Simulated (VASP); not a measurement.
The system is Mo.

```xyz
1
Lattice="-1.5734 1.5734 1.5734 1.5734 -1.5734 1.5734 1.5734 1.5734 -1.5734" Properties=species:S:1:pos:R:3 pbc="T T T"
Mo    0.0000    0.0000    0.0000
```

Base run:

```yaml
Program: VASP 6.6.1
Functional: PBE
Potentials_or_basis: VASP PAW PBE potentials, release 64 (Mo_sv)
Cutoff: 520 eV
k_mesh: 8 × 8 × 8
Occupations: gaussian, width 0.1 eV
Spin: no spin polarisation
```

Its results: band gap on the k mesh zero (band 7 reaches 16.64 eV, above the bottom of band 8 at 11.27 eV); pressure 4.6 GPa.

**Question.** The run is repeated on the same cell with these changes: k mesh from 8 × 8 × 8 to 18 × 18 × 18. What comes out?

**Answer.** Band gap on the k mesh zero (band 7 reaches 16.64 eV, above the bottom of band 8 at 11.28 eV); pressure 4.0 GPa.
